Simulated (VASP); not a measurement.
Wanted: the native input for a VASP 6.6.1 run.

| Quantity | Value |
| --- | --- |
| Task | single point |
| Functional | LDA |
| Potentials or basis | VASP PAW LDA potentials, release 64 (Pb_d) |
| Cutoff | 520 eV |
| k mesh | 18 × 18 × 18 |
| Occupations | fermi-dirac, width 0.1 eV |
| Spin | no spin polarisation |
| Dipole correction | no |
| Further INCAR settings | ALGO = Normal; EDIFF = 1e-06; NBANDS = 13 |

The structure of Pb lies in POSCAR:

```
Pb
1.0
    0.0000000000      2.4375492138      2.4375492138
    2.4375492138      0.0000000000      2.4375492138
    2.4375492138      2.4375492138      0.0000000000
Pb
1
Direct
    0.0000000000      0.0000000000      0.0000000000
```

These files were run (other wordings do the same):

INCAR

```
SYSTEM = Pb
  PREC = Accurate
  ENCUT = 520
  EDIFF = 1E-6
  ISMEAR = -1
  SIGMA = 0.1
  LREAL = .FALSE.
  LASPH = .TRUE.
  NELM = 100
  ALGO = Normal
  ISIF = 2
  LWAVE = .FALSE.
  LCHARG = .TRUE.
  GGA = CA
  LELF = .TRUE.
  LVHAR = .TRUE.
  NBANDS = 13
```

KPOINTS

```
Automatic mesh
0
G
  18 18 18
  0 0 0
```

Potentials or basis: VASP PAW LDA potentials, release 64 (Pb_d).

Run with:

```console
$ cat potpaw_LDA.64/Pb_d/POTCAR > POTCAR
$ mpirun -np 1 vasp_std > vasp.out
```

It gave:

```
Pressure               : 0.2 GPa
Band gap on the k mesh : zero (band 7 reaches 15.25 eV, above the bottom of band 8 at 5.89 eV)
```

Caveat: spin-orbit coupling is left out, which moves the levels of the heavy elements.

Wall time 31 s on 1 thread of AMD EPYC 9R45 96-Core Processor (Zen 5), with other jobs on the host, peak memory 0.16 GiB.
